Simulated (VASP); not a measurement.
# CaTl2H2 (P-3m1) in VASP: notebook

Runs on CaTl2H2. Level: PBE. Tasks: single point, relaxation of cell and atoms.

Everything below comes from runs of VASP 6.6.1. Logs are shortened: lines on timing, memory, paths and dates and some standing lists are left out, and cuts for length are marked.

## Step 1: The cell of the first run

Symmetry: P-3m1, No. 164, trigonal system. The conventional cell has a = 4.738 Å, b = 4.738 Å, c = 5.912 Å, α = 90.00°, β = 90.00°, γ = 120.00°. Within 3.5 Å of Ca (site symmetry -3m) lie 4 H at 2.56 to 3.35 Å and 6 Tl at 3.44 Å. Within 3.7 Å of Tl (site symmetry 3m) lie 6 H at 2.78 to 3.02 Å and 3 Tl at 3.25 Å and 3 Ca at 3.44 Å. Within 1.1 Å of H (site symmetry 3m) lie 1 H at 0.80 Å.

## Step 2: Single point, PBE

The input, INCAR:

```
SYSTEM = CaTl2H2
PREC     = Accurate       ! precision mode
ENCUT    = 520            ! plane-wave cutoff, eV
EDIFF    = 1E-7           ! SCF threshold, eV
ISMEAR   = 0              ! smearing method
SIGMA    = 0.1            ! smearing width, eV
LREAL    = .FALSE.        ! projectors in reciprocal space
LASPH    = .TRUE.         ! aspherical terms in the spheres
NELM     = 80             ! most SCF steps
ALGO     = Normal         ! electronic algorithm
ISIF     = 2              ! what is computed and relaxed
LWAVE    = .FALSE.        ! write WAVECAR
LCHARG   = .TRUE.         ! write CHGCAR
GGA      = PE             ! functional
LELF     = .TRUE.         ! ELF
LVHAR    = .TRUE.       
NBANDS   = 27             ! bands
```

The input, KPOINTS:

```
regular mesh
0
G
  6 6 4
  0 0 0
```

The input, POSCAR:

```
CaTl2H2
1.0
    4.7382380494      0.0000000000      0.0000000000
   -2.3691190247      4.1034345199      0.0000000000
    0.0000000000      0.0000000000      5.9117114523
Ca Tl H
1 2 2
Direct
    0.0000000000      0.0000000000      0.0000000000
    0.3333333333      0.6666666667      0.3519012133
    0.6666666667      0.3333333333      0.6480987867
    0.0000000000      0.0000000000      0.4327057643
    0.0000000000      0.0000000000      0.5672942357
```

Potentials or basis: VASP PAW PBE potentials, release 64 (Ca_sv, Tl_d, H).

On the command line:

```
$ cat potpaw_PBE.64/Ca_sv/POTCAR potpaw_PBE.64/Tl_d/POTCAR potpaw_PBE.64/H/POTCAR > POTCAR
$ mpirun -np 1 vasp_std > vasp.out
```

OUTCAR:

```text
SYSTEM = CaTl2H2
   PREC = Accurate
   ENCUT = 520
   EDIFF = 1E-7
   ISMEAR = 0
   LREAL = .FALSE.
   LASPH = .TRUE.
   NELM = 80
   ISIF = 2
   GGA = PE

 ion  position               nearest neighbor table
   1  0.000  0.000  0.000-   2 3.44   3 3.44   2 3.44   3 3.44   3 3.44   2 3.44
   2  0.333  0.667  0.352-   3 3.25   3 3.25   3 3.25   1 3.44   1 3.44   1 3.44
   3  0.667  0.333  0.648-   2 3.25   2 3.25   2 3.25   1 3.44   1 3.44   1 3.44
   4  0.000  0.000  0.433-   5 0.80
   5  0.000  0.000  0.567-   4 0.80

  LATTYP: Found a hexagonal cell.
 ALAT       =     4.7382380494
 C/A-ratio  =     1.2476602886

  Lattice vectors:

 A1 = (   4.7382380494,   0.0000000000,   0.0000000000)
 A2 = (  -2.3691190247,   4.1034345199,   0.0000000000)
 A3 = (   0.0000000000,   0.0000000000,   5.9117114523)

Analysis of symmetry for initial positions (statically):
=====================================================================
 Subroutine PRICEL returns:
 Original cell was already a primitive cell.

 Routine SETGRP: Setting up the symmetry group for a
 hexagonal supercell.

 Subroutine GETGRP returns: Found 12 space group operations
 (whereof 12 operations were pure point group operations)
 out of a pool of 24 trial point group operations.

The static configuration has the point symmetry D_3d.

Analysis of symmetry for dynamics (positions and initial velocities):
=====================================================================
 Subroutine PRICEL returns:
 Original cell was already a primitive cell.

 Routine SETGRP: Setting up the symmetry group for a
 hexagonal supercell.

 Subroutine GETGRP returns: Found 12 space group operations
 (whereof 12 operations were pure point group operations)
 out of a pool of 24 trial point group operations.

The dynamic configuration has the point symmetry D_3d.

 Subroutine INISYM returns: Found 12 space group operations
 (whereof 12 operations are pure point group operations),
 and found     1 'primitive' translations

----------------------------------------------------------------------------------------

                                     Primitive cell

  volume of cell :     114.9417

  direct lattice vectors                    reciprocal lattice vectors
     4.738238049  0.000000000  0.000000000     0.211048915  0.121849148  0.000000000
    -2.369119025  4.103434520  0.000000000     0.000000000  0.243698296  0.000000000
     0.000000000  0.000000000  5.911711452     0.000000000  0.000000000  0.169155753

[... 90 lines left out ...]
   EDIFFG = 0.1E-05   stopping-criterion for IOM
   NSW    =      0    number of steps for IOM
   IBRION =     -1    ionic relax: 0-MD 1-quasi-New 2-CG
   NFREE  =      0    steps in history (QN), initial steepest desc. (CG)
   ISIF   =      2    stress and relaxation
   ISYM   =      2    0-nonsym 1-usesym 2-fastsym
   POTIM  = 0.5000    time-step for ionic-motion
   TEBEG  =    0.0;   TEEND  =   0.0 temperature during run
   PSTRESS=    0.0 pullay stress
   NELECT =      38.0000    total number of electrons
   NUPDOWN=      -1.0000    fix difference up-down
   EMIN   =  10.00;   EMAX   =-10.00  energy-range for DOS
   EFERMI =   0.00;   METHOD = LEGACY
   ISMEAR =     0;   SIGMA  =   0.10  broadening in eV -4-tet -1-fermi 0-gaus
   EFERMI_NEDOS =   21; number of points for ismear=-14 and -15
   IALGO  =     38    algorithm
   IMIX   =      4    mixing-type and parameters
     AMIX     =   0.40;   BMIX     =  1.00
     AMIX_MAG =   1.60;   BMIX_MAG =  1.00
  volume/ion in A,a.u.               =      22.99       155.13
  Fermi-wavevector in a.u.,A,eV,Ry     =   1.131992  2.139155 17.434596  1.281407
  Thomas-Fermi vector in A             =   2.268693
   LORBIT       =      0    0 simple, 1 ext, 2 COOP (PROOUT), +10 PAW based schemes
   GGA     = PE    functional components
   LHFCALC =     F    Hartree Fock is set to
   AEXX    =    0.0000 exact exchange contribution
   IVDW    =     0    specifies the selected vdW correction
   LEPSILON=     F    determine dielectric tensor
   LRPA    =     F    only Hartree local field effects (RPA)
 non-spin polarized calculation
 Gauss-broadening in eV      SIGMA  =   0.10
  energy-cutoff  :      520.00
  volume of cell :      114.94
 maximum number of plane-waves:      3142
 NGX is ok and might be reduce to    36
   NGX = 17   NGY = 17   NGZ = 21

 number of electron      38.0000006 magnetization

 Free energy of the ion-electron system (eV)
  ---------------------------------------------------
  ext. energy  EPLUGINS =         0.00000000
  ---------------------------------------------------
  free energy    TOTEN  =       -12.26097350 eV

  energy without entropy =      -12.25126803  energy(sigma->0) =      -12.25612077

 E-fermi :   4.0004     XC(G=0):  -8.8131

 val. band max:        3.9540835123   @ k =   0.3333   0.0000   0.2500
 cond. band min:       4.0825134652   @ k =   0.0000   0.3333   0.2500
 fundamental gap:      0.1284299529
 Fermi energy:         4.0004023246

 k-point     1 :       0.0000    0.0000    0.0000
  band No.  band energies     occupation
      1     -38.4331      2.00000
      2     -19.4581      2.00000
      3     -19.4027      2.00000
      4     -19.4027      2.00000
      5      -7.9470      2.00000
      6      -7.9470      2.00000
[... 709 lines left out ...]
     26       6.9649      0.00000
     27      10.0290      0.00000

------------------------ aborting loop because EDIFF is reached ----------------------------------------

  FORCE on cell =-STRESS in cart. coord.  units (eV):
  Direction    XX          YY          ZZ          XY          YZ          ZX
  --------------------------------------------------------------------------------------
  -------------------------------------------------------------------------------------
  Total       -0.0352488     -0.0352488      0.2451257      0.0000000      0.0000000      0.0000000
  in kB       -0.4913347     -0.4913347      3.4168184      0.0000000      0.0000000      0.0000000
  external PRESSURE =       0.8113830 kB  Pullay stress =       0.0000000 kB

 VOLUME and BASIS-vectors are now :
 -----------------------------------------------------------------------------
  energy-cutoff  :      520.00
  volume of cell :      114.94
      direct lattice vectors                 reciprocal lattice vectors
     4.738238049  0.000000000  0.000000000     0.211048915  0.121849148  0.000000000
    -2.369119025  4.103434520  0.000000000     0.000000000  0.243698296  0.000000000
     0.000000000  0.000000000  5.911711452     0.000000000  0.000000000  0.169155753

 POSITION                                       TOTAL-FORCE (eV/Angst)
 -----------------------------------------------------------------------------------
      0.00000      0.00000      0.00000         0.000000      0.000000      0.000000
     -0.00000      2.73562      2.08034        -0.000000      0.000000      0.001968
      2.36912      1.36781      3.83137         0.000000      0.000000     -0.001968
      0.00000      0.00000      2.55803         0.000000      0.000000     -0.007316
      0.00000      0.00000      3.35368         0.000000      0.000000      0.007316
 -----------------------------------------------------------------------------------
    total drift:                               -0.000000     -0.000000      0.000000

  FREE ENERGIE OF THE ION-ELECTRON SYSTEM (eV)
  ---------------------------------------------------
  free  energy   TOTEN  =       -12.2609735000 eV

  energy  without entropy=      -12.2512680307  energy(sigma->0) =      -12.25612077
```

OSZICAR:

```text
N       E                     dE             d eps       ncg     rms          rms(c)
DAV:   1     0.230636373985E+03    0.23064E+03   -0.19159E+04  1296   0.130E+03
DAV:   2    -0.462812111530E+01   -0.23526E+03   -0.23144E+03  1375   0.308E+02
DAV:   3    -0.125725405465E+02   -0.79444E+01   -0.78679E+01  1923   0.491E+01
DAV:   4    -0.128307118602E+02   -0.25817E+00   -0.25728E+00  1824   0.622E+00
DAV:   5    -0.128371550047E+02   -0.64431E-02   -0.64375E-02  1665   0.850E-01    0.506E+00
DAV:   6    -0.123468159427E+02    0.49034E+00   -0.66270E-01  1444   0.484E+00    0.300E+00
DAV:   7    -0.122583626005E+02    0.88453E-01   -0.66803E-01  1407   0.355E+00    0.101E+00
DAV:   8    -0.122603196046E+02   -0.19570E-02   -0.10337E-01  1457   0.147E+00    0.286E-01
DAV:   9    -0.122608295419E+02   -0.50994E-03   -0.49629E-03  1699   0.319E-01    0.807E-02
DAV:  10    -0.122609424794E+02   -0.11294E-03   -0.64935E-04  1624   0.132E-01    0.430E-02
DAV:  11    -0.122609755435E+02   -0.33064E-04   -0.84109E-05  1467   0.481E-02    0.824E-03
DAV:  12    -0.122609735295E+02    0.20140E-05   -0.12894E-05  1557   0.142E-02    0.409E-03
DAV:  13    -0.122609735274E+02    0.21091E-08   -0.34761E-06  1460   0.859E-03    0.125E-03
DAV:  14    -0.122609735000E+02    0.27387E-07   -0.49712E-07  1341   0.252E-03
   1 F= -.12260974E+02 E0= -.12256121E+02  d E =-.970547E-02
```

It took 45 s on 1 thread of Intel Xeon 6975P-C (Granite Rapids), shared host; peak memory 0.27 GiB.

What came out:

```yaml
Free_energy: -12.2610 eV
Pressure: 0.1 GPa
Largest_force: 0.007 eV/Å
Band_gap_on_the_k_mesh: zero (bands 19 and 20 overlap by 2.08 eV)
```

Forces in eV/Å, atoms in the order of the input:
```
Ca   0.000  0.000  0.000
Tl   0.000  0.000  0.002
Tl   0.000  0.000 -0.002
H    0.000  0.000 -0.007
H    0.000  0.000  0.007
```

Levels at points of the mesh, in eV from the Fermi level:
```
           k point  band 17  band 18  band 19  band 20  band 21  band 22
(0.00, 0.00, 0.00)    -4.66    -1.29     0.58     0.58     2.12     2.32
(0.50, 0.00, 0.00)    -5.17    -0.55    -0.41    -0.28     0.91     0.92
(0.00, 0.00, 0.50)    -5.49     0.45     1.19     1.19     1.23     1.82
(0.50, 0.00, 0.50)    -5.15    -2.05    -1.19    -0.46     0.63     2.20
```

Caveat: spin-orbit coupling is left out, which moves the levels of the heavy elements.

(Continued in part 2 of 2.)

The gap in the log of VASP goes by the Fermi energy; the results here count the filled bands.